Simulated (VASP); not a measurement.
# Cr (Pm-3m) in VASP: a series of runs, part 2 of 2

VASP 6.6.1. Earlier steps stand in the parts before.

## 3. Single point, LDA, collinear spin, antiferromagnetic start (10.48 Å³/atom)

This run uses another cell than the first one, of 10.48 Å³/atom.

The input, INCAR:

```
SYSTEM = Cr
PREC = Accurate ; ENCUT = 520
EDIFF = 1E-6 ; ISMEAR = -1
SIGMA = 0.05 ; LREAL = .False.
LASPH = .True. ; NELM = 150
ALGO = Normal ; ISIF = 2
LWAVE = .False. ; LCHARG = .True.
ISPIN = 2 ; MAGMOM = 1.5 -1.5
LORBIT = 11 ; LMAXMIX = 4
LELF = .True. ; LVHAR = .True.
NBANDS = 23
```

The input, KPOINTS:

```
regular mesh
0
Gamma
  13 13 13
  0 0 0
```

The input, POSCAR:

```
Cr
1.0
    0.0000000000      2.1881299725      2.1881299725
    2.1881299725      0.0000000000      2.1881299725
    2.1881299725      2.1881299725      0.0000000000
Cr
2
Direct
    0.0000000000      0.0000000000      0.0000000000
    0.5000000000      0.5000000000      0.5000000000
```

Potentials or basis: VASP PAW LDA potentials, release 64 (Cr_pv).

Launch:

```console
$ cat potpaw_LDA.64/Cr_pv/POTCAR > POTCAR
$ mpirun -np 1 vasp_std > vasp.out
```

OUTCAR:

```text
SYSTEM = Cr
   PREC = Accurate
   ENCUT = 520
   EDIFF = 1E-6
   ISMEAR = -1
   LREAL = .False.
   LASPH = .True.
   NELM = 150
   ISIF = 2
   ISPIN = 2
   LORBIT = 11

 ion  position               nearest neighbor table
   1  0.000  0.000  0.000-   2 2.19   2 2.19   2 2.19   2 2.19   2 2.19   2 2.19
   2  0.500  0.500  0.500-   1 2.19   1 2.19   1 2.19   1 2.19   1 2.19   1 2.19

  LATTYP: Found a face centered cubic cell.
 ALAT       =     4.3762599450

  Lattice vectors:

 A1 = (   0.0000000000,   2.1881299725,   2.1881299725)
 A2 = (   2.1881299725,   0.0000000000,   2.1881299725)
 A3 = (   2.1881299725,   2.1881299725,   0.0000000000)

Analysis of symmetry for initial positions (statically):
=====================================================================
 Subroutine PRICEL returns following result:

  LATTYP: Found a simple cubic cell.
 ALAT       =     2.1881299725
[... 12 lines left out ...]
 Subroutine GETGRP returns: Found 48 space group operations
 (whereof 48 operations were pure point group operations)
 out of a pool of 48 trial point group operations.

The static configuration has the point symmetry O_h .
[... 832 lines left out ...]
  band No.  band energies     occupation
      1     -30.7984      1.00000
      2     -30.7984      1.00000
      3     -30.7984      1.00000
      4     -29.5002      1.00000
      5     -29.5002      1.00000
      6     -29.5002      1.00000
[... 613 lines left out ...]
     22      26.0573      0.00000
     23      28.7245      0.00000

 [... further k-points ...]
[... 5 lines left out ...]
  --------------------------------------------------------------------------------------
  -------------------------------------------------------------------------------------
  Total        4.9784323      4.9784323      4.9784323      0.0000000      0.0000000      0.0000000
  in kB      380.6745570    380.6745570    380.6745570      0.0000000      0.0000000      0.0000000
  external PRESSURE =     380.6745570 kB  Pullay stress =       0.0000000 kB

 VOLUME and BASIS-vectors are now :
 -----------------------------------------------------------------------------
  energy-cutoff  :      520.00
  volume of cell :       20.95
      direct lattice vectors                 reciprocal lattice vectors
     0.000000000  2.188129973  2.188129973    -0.228505622  0.228505622  0.228505622
     2.188129973  0.000000000  2.188129973     0.228505622 -0.228505622  0.228505622
     2.188129973  2.188129973  0.000000000     0.228505622  0.228505622 -0.228505622

 POSITION                                       TOTAL-FORCE (eV/Angst)
 -----------------------------------------------------------------------------------
      0.00000      0.00000      0.00000        -0.000000     -0.000000      0.000000
      2.18813      2.18813      2.18813         0.000000      0.000000     -0.000000
 -----------------------------------------------------------------------------------
    total drift:                                0.000000     -0.000000     -0.000000

  FREE ENERGIE OF THE ION-ELECTRON SYSTEM (eV)
  ---------------------------------------------------
  free  energy   TOTEN  =       -18.8900830320 eV

  energy  without entropy=      -18.8722348653  energy(sigma->0) =      -18.88115895

 total charge

# of ion       s       p       d       tot
------------------------------------------
    1        0.482   6.391   4.660  11.532
    2        0.482   6.391   4.660  11.532
--------------------------------------------------
tot          0.963  12.782   9.320  23.065

 magnetization (x)

# of ion       s       p       d       tot
------------------------------------------
    1        0.000   0.000   0.000   0.000
    2       -0.000  -0.000  -0.000  -0.000
--------------------------------------------------
tot          0.000   0.000   0.000   0.000
```

OSZICAR:

```text
N       E                     dE             d eps       ncg     rms          rms(c)
DAV:   1     0.246500837104E+03    0.24650E+03   -0.13016E+04  7760   0.131E+03
DAV:   2    -0.121014630149E+02   -0.25860E+03   -0.24763E+03  7889   0.383E+02
DAV:   3    -0.202064275139E+02   -0.81050E+01   -0.80320E+01  9688   0.809E+01
DAV:   4    -0.202717593907E+02   -0.65332E-01   -0.65309E-01  7806   0.746E+00
DAV:   5    -0.202726181497E+02   -0.85876E-03   -0.85876E-03  8309   0.795E-01    0.167E+01
DAV:   6    -0.189109373565E+02    0.13617E+01   -0.44634E+00  8176   0.256E+01    0.436E+00
DAV:   7    -0.188965938904E+02    0.14343E-01   -0.21721E-01  8120   0.270E+00    0.286E+00
DAV:   8    -0.188949465965E+02    0.16473E-02   -0.21843E-02  8666   0.166E+00    0.117E+00
DAV:   9    -0.188897752173E+02    0.51714E-02   -0.78246E-02  8514   0.224E+00    0.137E-01
DAV:  10    -0.188900771211E+02   -0.30190E-03   -0.19492E-03  8141   0.446E-01    0.409E-02
DAV:  11    -0.188900762457E+02    0.87538E-06   -0.25488E-05  8379   0.474E-02    0.281E-02
DAV:  12    -0.188900825359E+02   -0.62903E-05   -0.19341E-05  8486   0.446E-02    0.708E-03
DAV:  13    -0.188900830320E+02   -0.49604E-06   -0.51039E-06  4180   0.203E-02
   1 F= -.18890083E+02 E0= -.18881159E+02  d E =-.178482E-01  mag=    -0.0000
```

stdout:

```text
POSCAR found type information on POSCAR Cr
 POSCAR found :  1 types and       2 ions
 scaLAPACK will be used
 LDA part: xc-table for (Slater(with rela. corr.)+CA(PZ))
 , standard interpolation
 POSCAR, INCAR and KPOINTS ok, starting setup
 FFT: planning ... GRIDC
 FFT: planning ... GRID_SOFT
 FFT: planning ... GRID
 WAVECAR not read
 entering main loop
```

Run time: 80 s. Hardware: 1 thread of Intel Xeon 8259CL, shared host; peak memory 0.17 GiB.

What came out:

```yaml
Free_energy: -18.8901 eV
Pressure: 38.1 GPa
Band_gap_on_the_k_mesh: zero (filled and empty bands overlap)
Net_moment: 0.00 μB per cell
Valence_electrons_inside_the_program's_atomic_spheres: Cr 11.53
```

Levels at points of the mesh, in eV from the Fermi level:
Spin up:
| k point | band 8 | band 9 | band 10 | band 11 | band 12 | band 13 | band 14 | band 15 | band 16 | band 17 |
| --- | --- | --- | --- | --- | --- | --- | --- | --- | --- | --- |
| (0.00, 0.00, 0.00) | -4.11 | -4.11 | -3.98 | -3.98 | -3.98 | 3.18 | 3.18 | 3.18 | 5.10 | 5.10 |
Spin down:
```tsv
k point	band 10	band 11	band 12	band 13	band 14	band 15
(0.00, 0.00, 0.00)	-3.98	-3.98	-3.98	3.18	3.18	3.18
```

Caveat: the cell stands under pressure; an empty level that is flat over the whole mesh can mark a ghost state of the potentials, or a narrow d or f band.
